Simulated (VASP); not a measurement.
Runs of VASP 6.6.1 on Cu. The structure is that of space group Fm-3m (No. 225), or close to it. The cells are those of the table. 

```csv
task,cell,k mesh,cutoff (eV),smearing,gap on the mesh (eV),pressure (GPa),relaxed volume (Å³/atom)
single point,"a = 2.520 Å, angles 60.0°, 1 atom",16 × 16 × 16,520,fermi-dirac 0.15 eV,none,(a),-
relaxation of cell and atoms,"relaxed from a = 2.581 Å, angles 60.0°, 1 atom",10 × 10 × 10,600,gaussian 0.1 eV,none,0.0,11.37
relaxation of cell and atoms,"relaxed from a = 2.520 Å, angles 60.0°, 1 atom",16 × 16 × 16,600,gaussian 0.1 eV,none,0.0,11.38
single point,"a = 2.520 Å, angles 60.0°, 1 atom",10 × 10 × 10,520,gaussian 0.1 eV,none,0.7,-
```

Alike in all rows: level PBEsol; potentials or basis VASP PAW PBE potentials, release 64 (Cu); no spin polarisation.

Question: Fill in the values left out.

Answer: (a) 0.8.

Caveats: the PAW data sets were made with another functional, which shifts forces and pressure a little.

A gap of «none» marks levels without a gap at the run's occupations.
